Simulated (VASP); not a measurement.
# Sc (P6_3/mmc) in VASP: notebook

The runs below take Sc through single point, relaxation of volume and atoms at fixed shape, with r2SCAN.

Everything below comes from runs of VASP 6.6.1. Logs are shortened: lines on timing, memory, paths and dates and some standing lists are left out, and cuts for length are marked.

**1. The cell of the first run**

Symmetry: P6_3/mmc, No. 194, hexagonal system. The conventional cell has a = 3.305 Å, b = 3.305 Å, c = 5.266 Å, α = 90.00°, β = 90.00°, γ = 120.00°. Within 4.3 Å of Sc (site symmetry -6m2) lie 12 Sc at 3.25 to 3.30 Å.

**2. Single point, r2SCAN**

Input file POSCAR:

```
Sc
1.0
    3.3046384081      0.0000000000      0.0000000000
   -1.6523192040      2.8619008117      0.0000000000
    0.0000000000      0.0000000000      5.2663493210
Sc
2
Direct
    0.3333333333      0.6666666667      0.2500000000
    0.6666666667      0.3333333333      0.7500000000
```

Input file INCAR.step1:

```
SYSTEM = Sc
  ALGO = Normal
  EDIFF = 1E-4
  ENCUT = 520
  GGA = PE
  ISMEAR = -1
  LASPH = .True.
  LCHARG = .False.
  LREAL = .False.
  LWAVE = .True.
  NBANDS = 18
  NELM = 60
  PREC = Accurate
  SIGMA = 0.05
```

Input file INCAR.step2:

```
SYSTEM = Sc
  ALGO = Normal
  EDIFF = 1E-6
  ENCUT = 520
  ISIF = 2
  ISMEAR = -1
  ISTART = 1
  LASPH = .True.
  LCHARG = .False.
  LMIXTAU = .True.
  LREAL = .False.
  LWAVE = .False.
  METAGGA = R2SCAN
  NBANDS = 18
  NELM = 60
  PREC = Accurate
  SIGMA = 0.05
```

Input file KPOINTS:

```
k-points
0
Gamma
  6 6 4
  0 0 0
```

Potentials or basis: VASP PAW PBE potentials, release 64 (Sc_sv).

The run is started by

```
$ cat potpaw_PBE.64/Sc_sv/POTCAR > POTCAR
$ cp INCAR.step1 INCAR
$ mpirun -np 1 vasp_std > vasp.out
$ cp INCAR.step2 INCAR
$ mpirun -np 1 vasp_std > vasp.out
```

OUTCAR:

```text
SYSTEM = Sc
   EDIFF = 1E-6
   ENCUT = 520
   ISIF = 2
   ISMEAR = -1
   ISTART = 1
   LASPH = .True.
   LREAL = .False.
   METAGGA = R2SCAN
   NELM = 60
   PREC = Accurate

 ion  position               nearest neighbor table
   1  0.333  0.667  0.250-   2 3.25   2 3.25   2 3.25   2 3.25   2 3.25   2 3.25
   2  0.667  0.333  0.750-   1 3.25   1 3.25   1 3.25   1 3.25   1 3.25   1 3.25

  LATTYP: Found a hexagonal cell.
 ALAT       =     3.3046384081
 C/A-ratio  =     1.5936234682

  Lattice vectors:

 A1 = (   3.3046384081,   0.0000000000,   0.0000000000)
 A2 = (  -1.6523192040,   2.8619008117,   0.0000000000)
 A3 = (   0.0000000000,   0.0000000000,   5.2663493210)

Analysis of symmetry for initial positions (statically):
=====================================================================
 Subroutine PRICEL returns:
 Original cell was already a primitive cell.

 Routine SETGRP: Setting up the symmetry group for a
 hexagonal supercell.

 Subroutine GETGRP returns: Found 24 space group operations
 (whereof 12 operations were pure point group operations)
 out of a pool of 24 trial point group operations.

The static configuration has the point symmetry D_3d.
 The point group associated with its full space group is D_6h.

Analysis of symmetry for dynamics (positions and initial velocities):
=====================================================================
 Subroutine PRICEL returns:
 Original cell was already a primitive cell.

 Routine SETGRP: Setting up the symmetry group for a
 hexagonal supercell.

 Subroutine GETGRP returns: Found 24 space group operations
 (whereof 12 operations were pure point group operations)
 out of a pool of 24 trial point group operations.

The dynamic configuration has the point symmetry D_3d.
 The point group associated with its full space group is D_6h.

 Subroutine INISYM returns: Found 24 space group operations
 (whereof 12 operations are pure point group operations),
 and found     1 'primitive' translations

----------------------------------------------------------------------------------------

                                     Primitive cell

  volume of cell :      49.8067

  direct lattice vectors                    reciprocal lattice vectors
     3.304638408  0.000000000  0.000000000     0.302604968  0.174709060  0.000000000
    -1.652319204  2.861900812  0.000000000     0.000000000  0.349418120  0.000000000
     0.000000000  0.000000000  5.266349321     0.000000000  0.000000000  0.189884859

  length of vectors
     3.304638408  3.304638408  5.266349321     0.349418120  0.349418120  0.189884859

  position of ions in fractional coordinates (direct lattice)
     0.333333333  0.666666667  0.250000000
     0.666666667  0.333333333  0.750000000

  ion indices of the primitive-cell ions
   primitive index   ion index
                 1           1
                 2           2

----------------------------------------------------------------------------------------

 KPOINTS: k-points

Automatic generation of k-mesh.
 Grid dimensions read from file:
 generate k-points for:    6    6    4

 Generating k-lattice:

  Cartesian coordinates                     Fractional coordinates (reciprocal lattice)
     0.050434161  0.029118177  0.000000000     0.166666667  0.000000000  0.000000000
     0.000000000  0.058236353  0.000000000     0.000000000  0.166666667  0.000000000
     0.000000000  0.000000000  0.047471215     0.000000000  0.000000000  0.250000000

  Length of vectors
     0.058236353  0.058236353  0.047471215

  Shift w.r.t. Gamma in fractional coordinates (k-lattice)
     0.000000000  0.000000000  0.000000000

 Subroutine IBZKPT returns following result:
 ===========================================

 Found     21 irreducible k-points:

 Following reciprocal coordinates:
            Coordinates               Weight
  0.000000  0.000000  0.000000      1.000000
  0.166667 -0.000000  0.000000      6.000000
  0.333333 -0.000000  0.000000      6.000000
  0.500000 -0.000000  0.000000      3.000000
  0.166667  0.166667  0.000000      6.000000
  0.333333  0.166667  0.000000     12.000000
[... 13 lines left out ...]
  0.333333  0.166667  0.500000     12.000000
  0.333333  0.333333  0.500000      2.000000
   k-points           NKPTS =     21   k-points in BZ     NKDIM =     21   number of bands    NBANDS=     18
   number of dos      NEDOS =    301   number of ions     NIONS =      2
   total plane-waves  NPLWV =  31360
   dimension x,y,z NGX =    28 NGY =   28 NGZ =   40
   dimension x,y,z NGXF=    56 NGYF=   56 NGZF=   80
   ions per type =               2
   NGX,Y,Z   is equivalent  to a cutoff of  14.09, 14.09, 12.63 a.u.
   NGXF,Y,Z  is equivalent  to a cutoff of  28.17, 28.17, 25.25 a.u.
 SYSTEM =  Sc
   PREC   = accura    normal or accurate (medium, high low for compatibility)
   ISTART =      1    job   : 0-new  1-cont  2-samecut
   ICHARG =      0    charge: 1-file 2-atom 10-const
   ISPIN  =      1    spin polarized calculation?
   LNONCOLLINEAR =      F non collinear calculations
   LSORBIT =      F    spin-orbit coupling
   LASPH  =      T    aspherical Exc in radial PAW
   ENCUT  =  520.0 eV  38.22 Ry    6.18 a.u.   6.14  6.14  9.79*2*pi/ulx,y,z
   NELM   =     60;   NELMIN=  2; NELMDL=  0     # of ELM steps
   EDIFF  = 0.1E-05   stopping-criterion for ELM
   LREAL  =      F    real-space projection
   EDIFFG = 0.1E-04   stopping-criterion for IOM
   NSW    =      0    number of steps for IOM
   IBRION =     -1    ionic relax: 0-MD 1-quasi-New 2-CG
   NFREE  =      0    steps in history (QN), initial steepest desc. (CG)
   ISIF   =      2    stress and relaxation
   ISYM   =      2    0-nonsym 1-usesym 2-fastsym
   POTIM  = 0.5000    time-step for ionic-motion
   TEBEG  =    0.0;   TEEND  =   0.0 temperature during run
   PSTRESS=    0.0 pullay stress
   NELECT =      22.0000    total number of electrons
   NUPDOWN=      -1.0000    fix difference up-down
   EMIN   =  10.00;   EMAX   =-10.00  energy-range for DOS
   EFERMI =   0.00;   METHOD = LEGACY
   ISMEAR =    -1;   SIGMA  =   0.05  broadening in eV -4-tet -1-fermi 0-gaus
   EFERMI_NEDOS =   21; number of points for ismear=-14 and -15
   IALGO  =     38    algorithm
   IMIX   =      4    mixing-type and parameters
     AMIX     =   0.40;   BMIX     =  1.00
     AMIX_MAG =   1.60;   BMIX_MAG =  1.00
  volume/ion in A,a.u.               =      24.90       168.06
  Fermi-wavevector in a.u.,A,eV,Ry     =   1.246770  2.356054 21.149377  1.554435
  Thomas-Fermi vector in A             =   2.380932
   LORBIT       =      0    0 simple, 1 ext, 2 COOP (PROOUT), +10 PAW based schemes
   METAGGA = R2SCAN    functional components
   LHFCALC =     F    Hartree Fock is set to
   AEXX    =    0.0000 exact exchange contribution
   IVDW    =     0    specifies the selected vdW correction
   LEPSILON=     F    determine dielectric tensor
   LRPA    =     F    only Hartree local field effects (RPA)
 non-spin polarized calculation
  energy-cutoff  :      520.00
  volume of cell :       49.81
 maximum number of plane-waves:      1363
 NGX is ok and might be reduce to    28
   NGX = 13   NGY = 13   NGZ = 19

 number of electron      21.9999999 magnetization

 Free energy of the ion-electron system (eV)
  ---------------------------------------------------
  ext. energy  EPLUGINS =         0.00000000
  ---------------------------------------------------
  free energy    TOTEN  =       -22.73197625 eV

  energy without entropy =      -22.70528294  energy(sigma->0) =      -22.71862960

 E-fermi :   3.6561     XC(G=0): -10.5612

 val. band max:        3.6266377694   @ k =   0.3333   0.3333   0.5000
 cond. band min:       3.6915809723   @ k =   0.5000  -0.0000   0.5000
 fundamental gap:      0.0649432029
 Fermi energy:         3.6561392959

 k-point     1 :       0.0000    0.0000    0.0000
  band No.  band energies     occupation
      1     -47.8825      2.00000
      2     -47.8173      2.00000
      3     -25.7235      2.00000
      4     -25.3857      2.00000
      5     -25.3857      2.00000
      6     -25.3272      2.00000
[... 10 lines left out ...]
     17       6.3196      0.00000
     18       6.3196      0.00000

 k-point     2 :       0.1667   -0.0000    0.0000
  band No.  band energies     occupation
      1     -47.8697      2.00000
      2     -47.8123      2.00000
      3     -25.6884      2.00000
      4     -25.4559      2.00000
      5     -25.4083      2.00000
      6     -25.3991      2.00000
[... 10 lines left out ...]
     17       6.1179      0.00000
     18       6.3156      0.00000

 k-point     3 :       0.3333   -0.0000    0.0000
  band No.  band energies     occupation
      1     -47.8420      2.00000
      2     -47.8046      2.00000
      3     -25.6035      2.00000
      4     -25.5989      2.00000
      5     -25.5352      2.00000
      6     -25.4508      2.00000
[... 10 lines left out ...]
     17       7.0386      0.00000
     18       7.2465      0.00000

 k-point     4 :       0.5000   -0.0000    0.0000
  band No.  band energies     occupation
      1     -47.8250      2.00000
      2     -47.8038      2.00000
      3     -25.6711      2.00000
      4     -25.6003      2.00000
      5     -25.5412      2.00000
      6     -25.4712      2.00000
[... 10 lines left out ...]
     17       7.9175      0.00000
     18       7.9410      0.00000

 k-point     5 :       0.1667    0.1667    0.0000
  band No.  band energies     occupation
      1     -47.8494      2.00000
      2     -47.8061      2.00000
      3     -25.6277      2.00000
      4     -25.5313      2.00000
      5     -25.5243      2.00000
      6     -25.4300      2.00000
[... 10 lines left out ...]
     17       6.7821      0.00000
     18       7.1692      0.00000

 k-point     6 :       0.3333    0.1667    0.0000
  band No.  band energies     occupation
      1     -47.8251      2.00000
      2     -47.8037      2.00000
      3     -25.6331      2.00000
      4     -25.5757      2.00000
      5     -25.5423      2.00000
      6     -25.4953      2.00000
[... 10 lines left out ...]
     17       7.6791      0.00000
     18       7.7899      0.00000

 k-point     7 :       0.3333    0.3333    0.0000
  band No.  band energies     occupation
      1     -47.8100      2.00000
      2     -47.8100      2.00000
      3     -25.6145      2.00000
      4     -25.5532      2.00000
      5     -25.5532      2.00000
      6     -25.4824      2.00000
[... 10 lines left out ...]
     17       7.4747      0.00000
     18       7.6816      0.00000

 k-point     8 :       0.0000    0.0000    0.2500
  band No.  band energies     occupation
      1     -47.8730      2.00000
      2     -47.8269      2.00000
      3     -25.6640      2.00000
      4     -25.3772      2.00000
      5     -25.3772      2.00000
      6     -25.3683      2.00000
[... 10 lines left out ...]
     17       6.6988      0.00000
     18       6.6988      0.00000
[... 166 lines left out ...]
     17       7.2397      0.00000
     18       7.2399      0.00000

 k-point    17 :       0.3333   -0.0000    0.5000
  band No.  band energies     occupation
      1     -47.8233      2.00000
      2     -47.8233      2.00000
      3     -25.6370      2.00000
      4     -25.6370      2.00000
      5     -25.4141      2.00000
      6     -25.4141      2.00000
[... 10 lines left out ...]
     17       7.4478      0.00000
     18       7.4479      0.00000

 k-point    18 :       0.5000   -0.0000    0.5000
  band No.  band energies     occupation
      1     -47.8144      2.00000
      2     -47.8144      2.00000
      3     -25.6972      2.00000
      4     -25.6972      2.00000
      5     -25.4218      2.00000
      6     -25.4218      2.00000
[... 10 lines left out ...]
     17       7.8421      0.00000
     18       7.8763      0.00000

 k-point    19 :       0.1667    0.1667    0.5000
  band No.  band energies     occupation
      1     -47.8278      2.00000
      2     -47.8278      2.00000
      3     -25.5984      2.00000
      4     -25.5984      2.00000
      5     -25.4317      2.00000
      6     -25.4317      2.00000
[... 10 lines left out ...]
     17       7.3611      0.00000
     18       7.3611      0.00000

 k-point    20 :       0.3333    0.1667    0.5000
  band No.  band energies     occupation
      1     -47.8144      2.00000
      2     -47.8144      2.00000
      3     -25.6642      2.00000
      4     -25.6642      2.00000
      5     -25.4793      2.00000
      6     -25.4793      2.00000
[... 10 lines left out ...]
     17       7.6988      0.00000
     18       7.6988      0.00000

 k-point    21 :       0.3333    0.3333    0.5000
  band No.  band energies     occupation
      1     -47.8099      2.00000
      2     -47.8099      2.00000
      3     -25.6406      2.00000
      4     -25.6406      2.00000
      5     -25.5489      2.00000
      6     -25.5489      2.00000
[... 10 lines left out ...]
     17       7.5670      0.00000
     18       7.5670      0.00000

------------------------ aborting loop because EDIFF is reached ----------------------------------------

  FORCE on cell =-STRESS in cart. coord.  units (eV):
  Direction    XX          YY          ZZ          XY          YZ          ZX
  --------------------------------------------------------------------------------------
  -------------------------------------------------------------------------------------
  Total        0.2332702      0.2332702     -0.2862304      0.0000000      0.0000000      0.0000000
  in kB        7.5038067      7.5038067     -9.2074244      0.0000000      0.0000000      0.0000000
  external PRESSURE =       1.9333963 kB  Pullay stress =       0.0000000 kB

 VOLUME and BASIS-vectors are now :
 -----------------------------------------------------------------------------
  energy-cutoff  :      520.00
  volume of cell :       49.81
      direct lattice vectors                 reciprocal lattice vectors
     3.304638408  0.000000000  0.000000000     0.302604968  0.174709060  0.000000000
    -1.652319204  2.861900812  0.000000000     0.000000000  0.349418120  0.000000000
     0.000000000  0.000000000  5.266349321     0.000000000  0.000000000  0.189884859

 POSITION                                       TOTAL-FORCE (eV/Angst)
 -----------------------------------------------------------------------------------
     -0.00000      1.90793      1.31659         0.000000     -0.000000      0.000000
      1.65232      0.95397      3.94976        -0.000000      0.000000      0.000000
 -----------------------------------------------------------------------------------
    total drift:                               -0.000000      0.000000     -0.000000

  FREE ENERGIE OF THE ION-ELECTRON SYSTEM (eV)
  ---------------------------------------------------
  free  energy   TOTEN  =       -22.7319762494 eV

  energy  without entropy=      -22.7052829446  energy(sigma->0) =      -22.71862960
```

Wall time 88 s (1 thread of Intel Xeon Platinum 8488C (Sapphire Rapids), shared host); peak memory 0.17 GiB.

Results:

```
Free energy            : -22.7320 eV
Pressure               : 0.2 GPa
Band gap on the k mesh : zero (band 11 reaches 4.68 eV, above the bottom of band 12 at 3.25 eV)
```

Caveat: the k points lie up to 0.37 Å⁻¹ apart; the PAW data sets were made with another functional, which shifts forces and pressure a little.

[end of part 1 of 2]
